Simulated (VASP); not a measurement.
# Pb (P6_3/mmc) in VASP: a series of runs

The runs below take Pb through single point, with PBEsol.

All numbers are computed with VASP 6.6.1; they aren't measurements. Logs are shortened: lines on timing, memory, paths and dates and some standing lists are left out, and cuts for length are marked.

## Step 1: The cell of the first run

Symmetry: P6_3/mmc, No. 194, hexagonal system. Conventional cell: a = 3.241 Å, b = 3.241 Å, c = 5.398 Å, α = 90.00°, β = 90.00°, γ = 120.00°. Within 4.3 Å of Pb (site symmetry -6m2) lie 12 Pb at 3.24 to 3.28 Å.

This isn't the form of Pb at room conditions, which is fcc.

## Step 2: Single point, PBEsol

INCAR reads:

```
SYSTEM = Pb
PREC = Accurate
ENCUT = 520
EDIFF = 1E-6
ISMEAR = -1
SIGMA = 0.08
LREAL = .FALSE.
LASPH = .TRUE.
NELM = 60
ALGO = Normal
ISIF = 2
LWAVE = .FALSE.
LCHARG = .FALSE.
GGA = PS
NBANDS = 21
```

KPOINTS reads:

```
regular mesh
0
G
  16 16 10
  0 0 0
```

POSCAR reads:

```
Pb
1.0
    3.2412908483      0.0000000000      0.0000000000
   -1.6206454242      2.8070402157      0.0000000000
    0.0000000000      0.0000000000      5.3983167623
Pb
2
Direct
    0.3333333333      0.6666666667      0.2500000000
    0.6666666667      0.3333333333      0.7500000000
```

Potentials or basis: VASP PAW PBE potentials, release 64 (Pb_d).

Run with:

```console
$ cat potpaw_PBE.64/Pb_d/POTCAR > POTCAR
$ mpirun -np 1 vasp_std > vasp.out
```

OUTCAR:

```text
SYSTEM = Pb
   PREC = Accurate
   ENCUT = 520
   EDIFF = 1E-6
   ISMEAR = -1
   LREAL = .FALSE.
   LASPH = .TRUE.
   NELM = 60
   ISIF = 2
   GGA = PS

 ion  position               nearest neighbor table
   1  0.333  0.667  0.250-   2 3.28   2 3.28   2 3.28   2 3.28   2 3.28   2 3.28
   2  0.667  0.333  0.750-   1 3.28   1 3.28   1 3.28   1 3.28   1 3.28   1 3.28

  LATTYP: Found a hexagonal cell.
 ALAT       =     3.2412908483
 C/A-ratio  =     1.6654836036

  Lattice vectors:

 A1 = (   3.2412908483,   0.0000000000,   0.0000000000)
 A2 = (  -1.6206454242,   2.8070402157,   0.0000000000)
 A3 = (   0.0000000000,   0.0000000000,   5.3983167623)

Analysis of symmetry for initial positions (statically):
=====================================================================
 Subroutine PRICEL returns:
 Original cell was already a primitive cell.

 Routine SETGRP: Setting up the symmetry group for a
 hexagonal supercell.

 Subroutine GETGRP returns: Found 24 space group operations
 (whereof 12 operations were pure point group operations)
 out of a pool of 24 trial point group operations.

The static configuration has the point symmetry D_3d.
 The point group associated with its full space group is D_6h.

Analysis of symmetry for dynamics (positions and initial velocities):
=====================================================================
 Subroutine PRICEL returns:
 Original cell was already a primitive cell.

 Routine SETGRP: Setting up the symmetry group for a
 hexagonal supercell.

 Subroutine GETGRP returns: Found 24 space group operations
 (whereof 12 operations were pure point group operations)
 out of a pool of 24 trial point group operations.

The dynamic configuration has the point symmetry D_3d.
 The point group associated with its full space group is D_6h.

 Subroutine INISYM returns: Found 24 space group operations
 (whereof 12 operations are pure point group operations),
 and found     1 'primitive' translations

----------------------------------------------------------------------------------------

                                     Primitive cell

  volume of cell :      49.1162

  direct lattice vectors                    reciprocal lattice vectors
[... 72 lines left out ...]
   dimension x,y,z NGX =    24 NGY =   24 NGZ =   40
   dimension x,y,z NGXF=    48 NGYF=   48 NGZF=   80
   ions per type =               2
   NGX,Y,Z   is equivalent  to a cutoff of  12.31, 12.31, 12.32 a.u.
   NGXF,Y,Z  is equivalent  to a cutoff of  24.62, 24.62, 24.64 a.u.
 SYSTEM =  Pb
   PREC   = accura    normal or accurate (medium, high low for compatibility)
   ISTART =      0    job   : 0-new  1-cont  2-samecut
   ICHARG =      2    charge: 1-file 2-atom 10-const
   ISPIN  =      1    spin polarized calculation?
   LNONCOLLINEAR =      F non collinear calculations
   LSORBIT =      F    spin-orbit coupling
   LASPH  =      T    aspherical Exc in radial PAW
   ENCUT  =  520.0 eV  38.22 Ry    6.18 a.u.   6.03  6.03 10.04*2*pi/ulx,y,z
   NELM   =     60;   NELMIN=  2; NELMDL= -5     # of ELM steps
   EDIFF  = 0.1E-05   stopping-criterion for ELM
   LREAL  =      F    real-space projection
   EDIFFG = 0.1E-04   stopping-criterion for IOM
   NSW    =      0    number of steps for IOM
   IBRION =     -1    ionic relax: 0-MD 1-quasi-New 2-CG
   NFREE  =      0    steps in history (QN), initial steepest desc. (CG)
   ISIF   =      2    stress and relaxation
   ISYM   =      2    0-nonsym 1-usesym 2-fastsym
   POTIM  = 0.5000    time-step for ionic-motion
   TEBEG  =    0.0;   TEEND  =   0.0 temperature during run
   PSTRESS=    0.0 pullay stress
   NELECT =      28.0000    total number of electrons
   NUPDOWN=      -1.0000    fix difference up-down
   EMIN   =  10.00;   EMAX   =-10.00  energy-range for DOS
   EFERMI =   0.00;   METHOD = LEGACY
   ISMEAR =    -1;   SIGMA  =   0.08  broadening in eV -4-tet -1-fermi 0-gaus
   EFERMI_NEDOS =   21; number of points for ismear=-14 and -15
   IALGO  =     38    algorithm
   IMIX   =      4    mixing-type and parameters
     AMIX     =   0.40;   BMIX     =  1.00
     AMIX_MAG =   1.60;   BMIX_MAG =  1.00
  volume/ion in A,a.u.               =      24.56       165.73
  Fermi-wavevector in a.u.,A,eV,Ry     =   1.357435  2.565181 25.070515  1.842631
  Thomas-Fermi vector in A             =   2.484354
   LORBIT       =      0    0 simple, 1 ext, 2 COOP (PROOUT), +10 PAW based schemes
   GGA     = PS    functional components
   LHFCALC =     F    Hartree Fock is set to
   AEXX    =    0.0000 exact exchange contribution
   IVDW    =     0    specifies the selected vdW correction
   LEPSILON=     F    determine dielectric tensor
   LRPA    =     F    only Hartree local field effects (RPA)
 non-spin polarized calculation
  energy-cutoff  :      520.00
  volume of cell :       49.12
 maximum number of plane-waves:      1344
   NGX = 13   NGY = 13   NGZ = 21

 number of electron      28.0000000 magnetization

 Free energy of the ion-electron system (eV)
  ---------------------------------------------------
  ext. energy  EPLUGINS =         0.00000000
  ---------------------------------------------------
  free energy    TOTEN  =        -7.57630902 eV

  energy without entropy =       -7.55972918  energy(sigma->0) =       -7.56801910

 E-fermi :   9.7104     XC(G=0): -11.3994

 val. band max:        9.7008721059   @ k =   0.1875   0.1875   0.4000
 cond. band min:       9.7125994589   @ k =   0.2500   0.0000   0.0000
 fundamental gap:      0.0117273530
 Fermi energy:         9.7104458407

 k-point     1 :       0.0000    0.0000    0.0000
  band No.  band energies     occupation
      1      -7.6489      2.00000
      2      -7.5441      2.00000
      3      -7.4981      2.00000
      4      -7.4981      2.00000
      5      -7.4581      2.00000
      6      -7.4581      2.00000
[... 565 lines left out ...]
     20      21.1024      0.00000
     21      22.5694      0.00000

 [... further k-points ...]
[... 5 lines left out ...]
  --------------------------------------------------------------------------------------
  -------------------------------------------------------------------------------------
  Total        4.5579951      4.5579951      4.5589064     -0.0000000      0.0000000      0.0000000
  in kB      148.6823565    148.6823565    148.7120827     -0.0000000      0.0000000      0.0000000
  external PRESSURE =     148.6922652 kB  Pullay stress =       0.0000000 kB

 VOLUME and BASIS-vectors are now :
 -----------------------------------------------------------------------------
  energy-cutoff  :      520.00
  volume of cell :       49.12
      direct lattice vectors                 reciprocal lattice vectors
     3.241290848  0.000000000  0.000000000     0.308519058  0.178123561  0.000000000
    -1.620645424  2.807040216  0.000000000     0.000000000  0.356247123  0.000000000
     0.000000000  0.000000000  5.398316762     0.000000000  0.000000000  0.185242927

 POSITION                                       TOTAL-FORCE (eV/Angst)
 -----------------------------------------------------------------------------------
     -0.00000      1.87136      1.34958        -0.000000     -0.000000      0.000000
      1.62065      0.93568      4.04874         0.000000      0.000000      0.000000
 -----------------------------------------------------------------------------------
    total drift:                                0.000000     -0.000000      0.000000

  FREE ENERGIE OF THE ION-ELECTRON SYSTEM (eV)
  ---------------------------------------------------
  free  energy   TOTEN  =        -7.5763090231 eV

  energy  without entropy=       -7.5597291788  energy(sigma->0) =       -7.56801910
```

OSZICAR:

```text
N       E                     dE             d eps       ncg     rms          rms(c)
DAV:   1     0.295201404177E+03    0.29520E+03   -0.14410E+04  7576   0.175E+03
DAV:   2     0.127707314049E+02   -0.28243E+03   -0.27579E+03  7650   0.419E+02
DAV:   3    -0.703365176496E+01   -0.19804E+02   -0.19571E+02  9103   0.138E+02
DAV:   4    -0.761029295414E+01   -0.57664E+00   -0.57635E+00  9240   0.253E+01
DAV:   5    -0.763687854447E+01   -0.26586E-01   -0.26585E-01 10359   0.499E+00    0.124E+00
DAV:   6    -0.759099992497E+01    0.45879E-01   -0.64937E-02 10580   0.394E+00    0.568E-01
DAV:   7    -0.757742385590E+01    0.13576E-01   -0.24049E-02 10545   0.228E+00    0.134E-01
DAV:   8    -0.757630736115E+01    0.11165E-02   -0.14170E-03 10351   0.503E-01    0.106E-02
DAV:   9    -0.757631022973E+01   -0.28686E-05   -0.22091E-05 11742   0.561E-02    0.636E-03
DAV:  10    -0.757630910299E+01    0.11267E-05   -0.13012E-06  6000   0.114E-02    0.737E-04
DAV:  11    -0.757630902311E+01    0.79881E-07   -0.22547E-07  5280   0.763E-03
   1 F= -.75763090E+01 E0= -.75680191E+01  d E =-.165798E-01
```

Wall time 2.2 min (1 thread of Intel Xeon 8259CL, shared host); peak memory 0.27 GiB.

Results:

- Free energy: -7.5763 eV
- Pressure: 14.9 GPa
- Band gap on the k mesh: zero (bands 14 and 15 overlap by 9.34 eV)

Levels at points of the mesh, in eV from the Fermi level:
```csv
k point,band 10,band 11,band 12,band 13,band 14,band 15,band 16,band 17,band 18,band 19
"(0.00, 0.00, 0.00)",-16.76,-13.40,-8.56,-5.42,7.11,7.11,8.73,9.32,9.32,9.49
"(0.50, 0.00, 0.00)",-16.69,-8.63,-7.36,-3.26,-2.00,-0.77,1.85,2.44,6.80,7.09
"(0.00, 0.00, 0.50)",-16.86,-11.93,-11.93,0.83,0.83,8.13,8.13,8.13,8.13,9.66
"(0.50, 0.00, 0.50)",-16.70,-7.54,-7.54,-4.70,-4.70,4.13,4.13,4.20,4.20,7.56
```

Caveat: the cell stands under pressure; the PAW data sets were made with another functional, which shifts forces and pressure a little; spin-orbit coupling is left out, which moves the levels of the heavy elements.

## Step 3: Single point, PBEsol

This run uses another cell than the first one, of 25.78 Å³/atom.

INCAR reads:

```
PREC = Accurate
ENCUT = 520
EDIFF = 1E-7
ISMEAR = -1
SIGMA = 0.08
LREAL = False
LASPH = True
NELM = 100
ALGO = Normal
ISIF = 2
LWAVE = False
LCHARG = True
GGA = PS
LELF = True
LVHAR = True
NBANDS = 21
```

KPOINTS reads:

```
regular mesh
0
Gamma
  16 16 10
```

POSCAR reads:

```
Pb
1.0
    3.2932007671      0.0000000000      0.0000000000
   -1.6466003836      2.8519955241      0.0000000000
    0.0000000000      0.0000000000      5.4902383015
Pb
2
Direct
    0.3333333333      0.6666666667      0.2500000000
    0.6666666667      0.3333333333      0.7500000000
```

Potentials or basis: VASP PAW PBE potentials, release 64 (Pb_d).

Run with:

```console
$ cat potpaw_PBE.64/Pb_d/POTCAR > POTCAR
$ mpirun -np 1 vasp_std > vasp.out
```

OUTCAR:

```text
PREC = Accurate
   ENCUT = 520
   EDIFF = 1E-7
   ISMEAR = -1
   LREAL = False
   LASPH = True
   NELM = 100
   ISIF = 2
   GGA = PS

 ion  position               nearest neighbor table
   1  0.333  0.667  0.250-   2 3.34   2 3.34   2 3.34   2 3.34   2 3.34   2 3.34
   2  0.667  0.333  0.750-   1 3.34   1 3.34   1 3.34   1 3.34   1 3.34   1 3.34

  LATTYP: Found a hexagonal cell.
 ALAT       =     3.2932007671
 C/A-ratio  =     1.6671435147

  Lattice vectors:

 A1 = (   3.2932007671,   0.0000000000,   0.0000000000)
 A2 = (  -1.6466003836,   2.8519955241,   0.0000000000)
 A3 = (   0.0000000000,   0.0000000000,   5.4902383015)

Analysis of symmetry for initial positions (statically):
=====================================================================
 Subroutine PRICEL returns:
 Original cell was already a primitive cell.

 Routine SETGRP: Setting up the symmetry group for a
 hexagonal supercell.

 Subroutine GETGRP returns: Found 24 space group operations
[... 153 lines left out ...]
 maximum number of plane-waves:      1406
   NGX = 13   NGY = 13   NGZ = 21

 number of electron      28.0000005 magnetization

 Free energy of the ion-electron system (eV)
  ---------------------------------------------------
  ext. energy  EPLUGINS =         0.00000000
  ---------------------------------------------------
  free energy    TOTEN  =        -7.76570291 eV

  energy without entropy =       -7.74785833  energy(sigma->0) =       -7.75678062

 E-fermi :   9.0388     XC(G=0): -11.1479

 val. band max:        8.9869820285   @ k =   0.2500   0.2500   0.5000
 cond. band min:       9.0466000926   @ k =   0.2500   0.0000   0.0000
 fundamental gap:      0.0596180641
 Fermi energy:         9.0387993903

 k-point     1 :       0.0000    0.0000    0.0000
  band No.  band energies     occupation
      1      -8.1969      2.00000
      2      -8.1204      2.00000
      3      -8.0798      2.00000
      4      -8.0798      2.00000
      5      -8.0458      2.00000
      6      -8.0458      2.00000
[... 565 lines left out ...]
     20      20.1543      0.00000
     21      21.6066      0.00000

 [... further k-points ...]
[... 5 lines left out ...]
  --------------------------------------------------------------------------------------
  -------------------------------------------------------------------------------------
  Total        3.1848915      3.1848915      3.1787918     -0.0000000      0.0000000      0.0000000
  in kB       98.9571062     98.9571062     98.7675810     -0.0000000      0.0000000      0.0000000
  external PRESSURE =      98.8939312 kB  Pullay stress =       0.0000000 kB

 VOLUME and BASIS-vectors are now :
 -----------------------------------------------------------------------------
  energy-cutoff  :      520.00
  volume of cell :       51.57
      direct lattice vectors                 reciprocal lattice vectors
     3.293200767  0.000000000  0.000000000     0.303655948  0.175315843  0.000000000
    -1.646600384  2.851995524  0.000000000     0.000000000  0.350631686  0.000000000
     0.000000000  0.000000000  5.490238301     0.000000000  0.000000000  0.182141456

 POSITION                                       TOTAL-FORCE (eV/Angst)
 -----------------------------------------------------------------------------------
     -0.00000      1.90133      1.37256        -0.000000      0.000000      0.000000
      1.64660      0.95067      4.11768         0.000000     -0.000000      0.000000
 -----------------------------------------------------------------------------------
    total drift:                                0.000000     -0.000000      0.000000

  FREE ENERGIE OF THE ION-ELECTRON SYSTEM (eV)
  ---------------------------------------------------
  free  energy   TOTEN  =        -7.7657029062 eV

  energy  without entropy=       -7.7478583312  energy(sigma->0) =       -7.75678062
```

stdout:

```text
POSCAR found type information on POSCAR Pb
 POSCAR found :  1 types and       2 ions
 scaLAPACK will be used
 -----------------------------------------------------------------------------
|                                                                             |
|                                                                             |
|     You enforced a specific xc type in the INCAR file but a different       |
|     I HOPE YOU KNOW WHAT YOU ARE DOING!                                     |
|                                                                             |
 -----------------------------------------------------------------------------

 LDA part: xc-table for (Slater+PW92), standard interpolation
 POSCAR, INCAR and KPOINTS ok, starting setup
 FFT: planning ... GRIDC
 FFT: planning ... GRID_SOFT
 FFT: planning ... GRID
 WAVECAR not read
 entering main loop
```

Wall time 2.1 min (1 thread of Intel Xeon 8259CL, shared host); peak memory 0.28 GiB.

What came out:

```
Free energy            : -7.7657 eV
Pressure               : 9.9 GPa
Band gap on the k mesh : zero (bands 14 and 15 overlap by 8.91 eV)
```

Caveat: the cell stands under pressure; the PAW data sets were made with another functional, which shifts forces and pressure a little; spin-orbit coupling is left out, which moves the levels of the heavy elements.

The gap in the log of VASP goes by the Fermi energy; the results here count the filled bands.